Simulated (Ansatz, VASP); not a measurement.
# Tl in VASP and in Ansatz

Contents of INCAR:

```
PREC     = Accurate       # precision mode
ENCUT    = 520            # plane-wave cutoff, eV
EDIFF    = 1E-7           # SCF threshold, eV
ISMEAR   = -1             # smearing method
SIGMA    = 0.05           # smearing width, eV
LREAL    = F              # projectors in reciprocal space
LASPH    = T              # aspherical terms in the spheres
NELM     = 100            # most SCF steps
ALGO     = Normal         # electronic algorithm
ISIF     = 2              # what is computed and relaxed
LWAVE    = F              # write WAVECAR
LCHARG   = F              # write CHGCAR
GGA      = PS             # functional
NBANDS   = 20             # bands
```

Contents of KPOINTS:

```
Automatic mesh
0
Gamma
  9 9 5
```

The input POSCAR:

```
Tl
1.0
    3.5237819143      0.0000000000      0.0000000000
   -1.7618909571      3.0516846552      0.0000000000
    0.0000000000      0.0000000000      5.6333608439
Tl
2
Direct
    0.6666666667      0.3333333333      0.7500000000
    0.3333333333      0.6666666667      0.2500000000
```

Contents of input.yaml:

```yaml
crystal:
  lattice:
    - [3.5237819143, 0.0, 0.0]
    - [-1.7618909571, 3.0516846552, 0.0]
    - [0.0, 0.0, 5.6333608439]
  atoms:
    - { symbol: Tl, position: [0.6666666667, 0.3333333333, 0.75] }
    - { symbol: Tl, position: [0.3333333333, 0.6666666667, 0.25] }
kpoints:
  mp_grid: { grid: [9, 9, 5] }
scf:
  occupations: { method: fermi_dirac, width: 0.05 }
hamiltonian:
  xc: pbesol
  pseudopotentials: { kind: all_electron, lapw: { basis_error: 0.0005 } }
output:
  forces: true
  stress: true
  eigenvalues: true
```

Change from the starting cell: volume scaled by 1.06.

Alike in both runs: task single point; functional PBEsol; k mesh 9 × 9 × 5; occupations fermi-dirac, width 0.05 eV; no spin polarisation.

|  | VASP | Ansatz |
| --- | --- | --- |
| version | VASP 6.6.1 | Ansatz 0.2.0 |
| potentials or method | VASP PAW PBE potentials, release 64 (Tl_d), cutoff 520 eV | all-electron LAPW, scalar-relativistic |

VASP gave:

```
gap on the k mesh at the Fermi level (eV)                     : none
pressure (GPa)                                                : -1.7
traceless stress, the component that is largest in VASP (GPa) : 0.56
```

Question: Which values does Ansatz return?

Answer: gap on the k mesh at the Fermi level (eV): none; pressure (GPa): -1.6; traceless stress, the component that is largest in VASP (GPa): 0.57.

VASP's potentials were made for PBE, not for PBEsol. A gap of «none» marks a metal or a gap that the smearing closes. Ansatz ran all-electron here, and VASP with PAW potentials.

Neither program's run includes spin-orbit coupling.
